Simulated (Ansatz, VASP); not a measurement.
Two plane-wave programs on TaN

File INCAR:

```
SYSTEM = TaN
PREC = Accurate
ENCUT = 520
EDIFF = 1E-7
ISMEAR = 0
SIGMA = 0.15
LREAL = .False.
LASPH = .True.
NELM = 100
ALGO = Normal
ISIF = 2
LWAVE = .False.
LCHARG = .True.
GGA = PE
LELF = .True.
LVHAR = .True.
NBANDS = 24
```

Contents of KPOINTS:

```
regular mesh
0
Gamma
  14 14 10
  0 0 0
```

File POSCAR:

```
TaN
1.0
    0.0000000000     -2.2081122572     -2.2081122572
    0.0000000000      2.2081122572     -2.2081122572
    4.4162245144      0.0000000000      0.0000000000
Ta N
2 2
Direct
    0.4878727728      0.5121272272      0.0068436534
    0.0121272272     -0.0121272272      0.4931563466
    0.5135183345      0.4864816655      0.5154656992
   -0.0135183345      0.0135183345     -0.0154656992
```

Input for Ansatz:

```yaml
crystal:
  lattice:
    - [0.0, -2.2081122572, -2.2081122572]
    - [0.0, 2.2081122572, -2.2081122572]
    - [4.4162245144, 0.0, 0.0]
  atoms:
    - { symbol: Ta, position: [0.4878727728, 0.5121272272, 0.0068436534] }
    - { symbol: Ta, position: [0.0121272272, -0.0121272272, 0.4931563466] }
    - { symbol: "N", position: [0.5135183345, 0.4864816655, 0.5154656992] }
    - { symbol: "N", position: [-0.0135183345, 0.0135183345, -0.0154656992] }
basis:
  ecutwfc: 520.0
kpoints:
  mp_grid: { grid: [14, 14, 10] }
hamiltonian:
  xc: pbe
  pseudopotentials: { kind: paw, azcp: { folder: soft_1 } }
scf:
  occupations: { method: gaussian, width: 0.15 }
output:
  forces: true
  stress: true
  eigenvalues: true
```

Change from the starting cell: mode 1 frozen in at +0.068 Å and mode 2 at +0.060 Å (largest displacements).

Alike in both runs: task single point; functional PBE; k mesh 14 × 14 × 10; occupations gaussian, width 0.15 eV; no spin polarisation.

|  | VASP | Ansatz |
| --- | --- | --- |
| version | VASP 6.6.1 | Ansatz 0.2.0 |
| potentials or method | VASP PAW PBE potentials, release 64 (Ta_pv, N), cutoff 520 eV | scalar-relativistic, plane waves, PAW |
| valence electrons in the cell | 32 | 36 |

VASP gave:

| Quantity | Value |
| --- | --- |
| gap on the k mesh at the Fermi level (eV) | none |
| pressure (GPa) | 1.0 |
| traceless stress, the component that is largest in VASP (GPa) | -2.30 |
| rms of the force components (eV/Å) | 0.417 |

Which values does Ansatz return?

gap on the k mesh at the Fermi level (eV): none; pressure (GPa): 0.0; traceless stress, the component that is largest in VASP (GPa): -2.26; rms of the force components (eV/Å): 0.411.

Atom by atom the forces differ by 0.008 eV/Å (rms over components). A gap of «none» marks a metal or a gap that the smearing closes. The functional is the same, so the differences come from potentials, cutoffs and numerics. VASP's potentials hold 32 valence electrons a cell and Ansatz's 36, so a difference there can come from the potentials and not from the codes.

Neither program's run includes spin-orbit coupling.
